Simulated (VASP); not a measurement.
# BaHfO3 (Pm-3m) in VASP: single point with PBE

Aim: the single point of BaHfO3 with PBE.

Everything below comes from runs of VASP 6.6.1. Logs are shortened: lines on timing, memory, paths and dates and some standing lists are left out, and cuts for length are marked.

## 1. The cell of the first run

Symmetry: Pm-3m, No. 221, cubic system. The conventional cell has a = 4.158 Å, b = 4.158 Å, c = 4.158 Å, α = 90.00°, β = 90.00°, γ = 90.00°. Within 3.9 Å of Ba (site symmetry m-3m) lie 12 O at 2.94 Å and 8 Hf at 3.60 Å. Hf (site symmetry m-3m) has 6 O at 2.08 Å within 2.8 Å. Within 2.8 Å of O (site symmetry 4/mmm) lie 2 Hf at 2.08 Å.

## 2. Single point, PBE

Contents of INCAR:

```
PREC     = Accurate       # precision mode
ENCUT    = 600            # plane-wave cutoff, eV
EDIFF    = 1E-6           # SCF threshold, eV
ISMEAR   = -1             # smearing method
SIGMA    = 0.05           # smearing width, eV
LREAL    = False          # projectors in reciprocal space
LASPH    = True           # aspherical terms in the spheres
NELM     = 120            # most SCF steps
ALGO     = Normal         # electronic algorithm
ISIF     = 2              # what is computed and relaxed
LWAVE    = False          # write WAVECAR
LCHARG   = True           # write CHGCAR
GGA      = PE             # functional
LELF     = True           # ELF
LVHAR    = True         
NBANDS   = 27             # bands
GGA_COMPAT= False
```

Contents of KPOINTS:

```
regular mesh
0
Gamma
  6 6 6
```

Contents of POSCAR:

```
BaHfO3
1.0
    4.1575940000      0.0000000000      0.0000000000
    0.0000000000      4.1575940000      0.0000000000
    0.0000000000      0.0000000000      4.1575940000
Ba Hf O
1 1 3
Direct
    0.0000000000      0.0000000000      0.0000000000
    0.5000000000      0.5000000000      0.5000000000
    0.5000000000      0.5000000000      0.0000000000
    0.0000000000      0.5000000000      0.5000000000
    0.5000000000      0.0000000000      0.5000000000
```

Potentials or basis: VASP PAW PBE potentials, release 64 (Ba_sv, Hf_pv, O).

Launch:

```console
$ cat potpaw_PBE.64/Ba_sv/POTCAR potpaw_PBE.64/Hf_pv/POTCAR potpaw_PBE.64/O/POTCAR > POTCAR
$ mpirun -np 1 vasp_std > vasp.out
```

OUTCAR:

```text
PREC = Accurate
   ENCUT = 600
   EDIFF = 1E-6
   ISMEAR = -1
   LREAL = False
   LASPH = True
   NELM = 120
   ISIF = 2
   GGA = PE

 ion  position               nearest neighbor table
   1  0.000  0.000  0.000-   3 2.94   4 2.94   5 2.94   4 2.94   5 2.94   3 2.94   4 2.94   4 2.94
                             3 2.94   5 2.94   5 2.94   3 2.94   2 3.60   2 3.60   2 3.60   2 3.60
   2  0.500  0.500  0.500-   3 2.08   4 2.08   5 2.08   3 2.08   5 2.08   4 2.08   1 3.60   1 3.60
                             1 3.60   1 3.60   1 3.60   1 3.60   1 3.60   1 3.60
   3  0.500  0.500  0.000-   2 2.08   2 2.08   1 2.94   1 2.94   1 2.94   1 2.94
   4  0.000  0.500  0.500-   2 2.08   2 2.08   1 2.94   1 2.94   1 2.94   1 2.94
   5  0.500  0.000  0.500-   2 2.08   2 2.08   1 2.94   1 2.94   1 2.94   1 2.94

  LATTYP: Found a simple cubic cell.
 ALAT       =     4.1575940000

  Lattice vectors:

 A1 = (   4.1575940000,   0.0000000000,   0.0000000000)
 A2 = (   0.0000000000,   4.1575940000,   0.0000000000)
 A3 = (   0.0000000000,   0.0000000000,   4.1575940000)

Analysis of symmetry for initial positions (statically):
=====================================================================
 Subroutine PRICEL returns:
 Original cell was already a primitive cell.

 Routine SETGRP: Setting up the symmetry group for a
 simple cubic supercell.

 Subroutine GETGRP returns: Found 48 space group operations
 (whereof 48 operations were pure point group operations)
 out of a pool of 48 trial point group operations.

The static configuration has the point symmetry O_h .

Analysis of symmetry for dynamics (positions and initial velocities):
=====================================================================
 Subroutine PRICEL returns:
 Original cell was already a primitive cell.

 Routine SETGRP: Setting up the symmetry group for a
 simple cubic supercell.

 Subroutine GETGRP returns: Found 48 space group operations
 (whereof 48 operations were pure point group operations)
 out of a pool of 48 trial point group operations.

The dynamic configuration has the point symmetry O_h .

 Subroutine INISYM returns: Found 48 space group operations
 (whereof 48 operations are pure point group operations),
 and found     1 'primitive' translations

----------------------------------------------------------------------------------------

                                     Primitive cell

  volume of cell :      71.8665
[... 90 lines left out ...]
   EDIFF  = 0.1E-05   stopping-criterion for ELM
   LREAL  =      F    real-space projection
   EDIFFG = 0.1E-04   stopping-criterion for IOM
   NSW    =      0    number of steps for IOM
   IBRION =     -1    ionic relax: 0-MD 1-quasi-New 2-CG
   NFREE  =      0    steps in history (QN), initial steepest desc. (CG)
   ISIF   =      2    stress and relaxation
   ISYM   =      2    0-nonsym 1-usesym 2-fastsym
   POTIM  = 0.5000    time-step for ionic-motion
   TEBEG  =    0.0;   TEEND  =   0.0 temperature during run
   PSTRESS=    0.0 pullay stress
   NELECT =      38.0000    total number of electrons
   NUPDOWN=      -1.0000    fix difference up-down
   EMIN   =  10.00;   EMAX   =-10.00  energy-range for DOS
   EFERMI =   0.00;   METHOD = LEGACY
   ISMEAR =    -1;   SIGMA  =   0.05  broadening in eV -4-tet -1-fermi 0-gaus
   EFERMI_NEDOS =   21; number of points for ismear=-14 and -15
   IALGO  =     38    algorithm
   IMIX   =      4    mixing-type and parameters
     AMIX     =   0.40;   BMIX     =  1.00
     AMIX_MAG =   1.60;   BMIX_MAG =  1.00
  volume/ion in A,a.u.               =      14.37        97.00
  Fermi-wavevector in a.u.,A,eV,Ry     =   1.323815  2.501648 23.844020  1.752486
  Thomas-Fermi vector in A             =   2.453395
   LORBIT       =      0    0 simple, 1 ext, 2 COOP (PROOUT), +10 PAW based schemes
   GGA     = PE    functional components
   LHFCALC =     F    Hartree Fock is set to
   AEXX    =    0.0000 exact exchange contribution
   IVDW    =     0    specifies the selected vdW correction
   LEPSILON=     F    determine dielectric tensor
   LRPA    =     F    only Hartree local field effects (RPA)
 non-spin polarized calculation
  energy-cutoff  :      600.00
  volume of cell :       71.87
 maximum number of plane-waves:      2440
 NGX is ok and might be reduce to    36
   NGX = 17   NGY = 17   NGZ = 17

 number of electron      37.9999995 magnetization

 Free energy of the ion-electron system (eV)
  ---------------------------------------------------
  ext. energy  EPLUGINS =         0.00000000
  ---------------------------------------------------
  free energy    TOTEN  =       -43.52742743 eV

  energy without entropy =      -43.52742743  energy(sigma->0) =      -43.52742743

 E-fermi :   3.5671     XC(G=0): -10.8942

 val. band max:        2.5208338305   @ k =   0.5000   0.5000   0.5000
 cond. band min:       6.1257788834   @ k =   0.0000   0.0000   0.0000
 fundamental gap:      3.6049450529
 Fermi energy:         3.5671022116

 k-point     1 :       0.0000    0.0000    0.0000
  band No.  band energies     occupation
      1     -26.1978      2.00000
      2     -26.1978      2.00000
      3     -26.1978      2.00000
      4     -22.6973      2.00000
      5     -14.1844      2.00000
      6     -13.6503      2.00000
[... 589 lines left out ...]
     26      11.8541      0.00000
     27      11.8541      0.00000

------------------------ aborting loop because EDIFF is reached ----------------------------------------

  FORCE on cell =-STRESS in cart. coord.  units (eV):
  Direction    XX          YY          ZZ          XY          YZ          ZX
  --------------------------------------------------------------------------------------
  -------------------------------------------------------------------------------------
  Total        2.3164844      2.3164844      2.3164844      0.0000000      0.0000000     -0.0000000
  in kB       51.6432707     51.6432707     51.6432707      0.0000000      0.0000000     -0.0000000
  external PRESSURE =      51.6432707 kB  Pullay stress =       0.0000000 kB

 VOLUME and BASIS-vectors are now :
 -----------------------------------------------------------------------------
  energy-cutoff  :      600.00
  volume of cell :       71.87
      direct lattice vectors                 reciprocal lattice vectors
     4.157594000  0.000000000  0.000000000     0.240523726  0.000000000  0.000000000
     0.000000000  4.157594000  0.000000000     0.000000000  0.240523726  0.000000000
     0.000000000  0.000000000  4.157594000     0.000000000  0.000000000  0.240523726

 POSITION                                       TOTAL-FORCE (eV/Angst)
 -----------------------------------------------------------------------------------
      0.00000      0.00000      0.00000         0.000000      0.000000      0.000000
      2.07880      2.07880      2.07880         0.000000      0.000000      0.000000
      2.07880      2.07880      0.00000         0.000000      0.000000      0.000000
      0.00000      2.07880      2.07880         0.000000      0.000000      0.000000
      2.07880      0.00000      2.07880         0.000000      0.000000      0.000000
 -----------------------------------------------------------------------------------
    total drift:                                0.000000      0.000000      0.000000

  FREE ENERGIE OF THE ION-ELECTRON SYSTEM (eV)
  ---------------------------------------------------
  free  energy   TOTEN  =       -43.5274274264 eV

  energy  without entropy=      -43.5274274263  energy(sigma->0) =      -43.52742743
```

stdout:

```text
POSCAR found type information on POSCAR BaHfO
 POSCAR found :  3 types and       5 ions
 scaLAPACK will be used
 LDA part: xc-table for (Slater+PW92), standard interpolation
 POSCAR, INCAR and KPOINTS ok, starting setup
 FFT: planning ... GRIDC
 FFT: planning ... GRID_SOFT
 FFT: planning ... GRID
 WAVECAR not read
 entering main loop
```

Run time: 37 s. Hardware: 1 thread of Intel Xeon Platinum 8259CL at 2.50GHz (Skylake/Cascade Lake), shared host; peak memory 0.23 GiB.

Results:

| Quantity | Value |
| --- | --- |
| Free energy | -43.5274 eV |
| Pressure | 5.2 GPa |
| Band gap on the k mesh | 3.60 eV (least direct gap 3.81 eV) |

Levels at points of the mesh, in eV from the valence-band top:
```
           k point  band 15  band 16  band 17  band 18  band 19  band 20  band 21  band 22  band 23  band 24
(0.00, 0.00, 0.00)    -0.99    -0.99    -0.20    -0.20    -0.20     3.60     3.60     3.60     4.71     4.71
(0.50, 0.00, 0.00)    -1.74    -1.74    -1.72    -0.51    -0.51     4.18     6.44     6.44     6.54     6.83
(0.50, 0.50, 0.00)    -2.45    -0.99    -0.92    -0.92    -0.08     6.33     6.33     6.67     6.97     8.19
(0.50, 0.50, 0.50)    -2.52    -2.52     0.00     0.00     0.00     6.08     6.08     6.08     7.93     7.93
```

Caveat: the cell stands under pressure; spin-orbit coupling is left out, which moves the levels of the heavy elements. A k mesh can miss the band edges.
